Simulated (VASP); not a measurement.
# MnAs: relaxation of cell and atoms with PBE

The system is MnAs.

```
Mn As
1.0
     3.71000    0.00000    0.00000
    -1.85500    3.21295    0.00000
     0.00000    0.00000    5.69100
Mn As
2 2
Direct
  0.00000 0.00000 0.00000
  0.00000 0.00000 0.50000
  0.33333 0.66667 0.25000
  0.66667 0.33333 0.75000
```

```yaml
Program: VASP 6.6.1
Task: relaxation of cell and atoms
Functional: PBE
Potentials_or_basis: VASP PAW PBE potentials, release 64 (Mn_pv, As)
Cutoff: 600 eV
k_mesh: 12 × 12 × 8
Occupations: gaussian, width 0.05 eV
Spin: no spin polarisation
Dipole_correction: no
Further_INCAR_settings: ALGO = Normal; EDIFF = 1e-06; IBRION = 2; EDIFFG = -0.01; NSW = 80; ISIF = 3
```

The relaxed volume is 14.01 Å³/atom and the relaxed cell is a = 3.377 Å, b = 3.377 Å, c = 5.674 Å, α = 90.00°, β = 90.00°, γ = 120.00°. The space group after relaxing (to 0.05 Å) is P6_3/mmc (No. 194) and the energy gained by relaxing is 209.1 meV/atom. The ionic steps are 10, the pressure after relaxing is 0.1 GPa and the band gap on the k mesh is zero (band 18 reaches 8.69 eV, above the bottom of band 19 at 8.48 eV).

Step by step:
| step | energy change (eV) | largest force (eV/Å) | pressure (GPa) | volume (Å³) |
| --- | --- | --- | --- | --- |
| 1 | 0.0000 | 0.0000 | -19.35 | 67.84 |
| 2 | -0.1915 | 0.0000 | 30.38 | 49.65 |
| 3 | -0.7909 | 0.0000 | -0.59 | 57.00 |
| 4 | -0.7913 | 0.0000 | 0.00 | 56.80 |
| 5 | -0.7923 | 0.0000 | -0.06 | 56.78 |
| 6 | -0.7968 | 0.0000 | -0.03 | 56.70 |
| 7 | -0.8091 | 0.0000 | -0.08 | 56.54 |
| 8 | -0.8340 | 0.0000 | 0.02 | 56.15 |
| 9 | -0.7516 | 0.0000 | 1.54 | 55.15 |
| 10 | -0.8362 | 0.0000 | 0.11 | 56.03 |

Final structure:
```yaml
crystal:
  lattice:
    - [3.37678, 0.00000, 0.00000]
    - [-1.68839, 2.92438, 0.00000]
    - [0.00000, 0.00000, 5.67360]
  atoms:
    - { symbol: Mn, position: [0.00000, 0.00000, 0.00000] }
    - { symbol: Mn, position: [0.00000, 0.00000, 0.50000] }
    - { symbol: As, position: [0.33333, 0.66667, 0.25000] }
    - { symbol: As, position: [0.66667, 0.33333, 0.75000] }
```

Levels at points of the mesh, in eV from the Fermi level:
| k point | band 16 | band 17 | band 18 | band 19 | band 20 | band 21 |
| --- | --- | --- | --- | --- | --- | --- |
| (0.00, 0.00, 0.00) | -1.15 | -0.16 | -0.16 | 1.11 | 1.34 | 1.65 |
| (0.50, 0.00, 0.00) | -0.87 | -0.45 | -0.19 | 0.04 | 0.07 | 0.34 |
| (0.00, 0.00, 0.50) | -0.88 | -0.88 | -0.88 | 0.16 | 0.16 | 3.78 |
| (0.50, 0.00, 0.50) | -1.48 | -0.08 | -0.08 | 0.16 | 0.16 | 1.99 |

Wall time 11 min on 1 thread of AMD EPYC 9R45 96-Core Processor (Zen 5), on a shared host, peak memory 0.3 GiB.

Caveat: the volume moved by over 15 % at a fixed basis, so the end points are rough; the volume moved by -17 % from the deposited cell, more than functionals usually miss. Spin polarisation is off, so any magnetic state and its effect on volume and gap are missing.
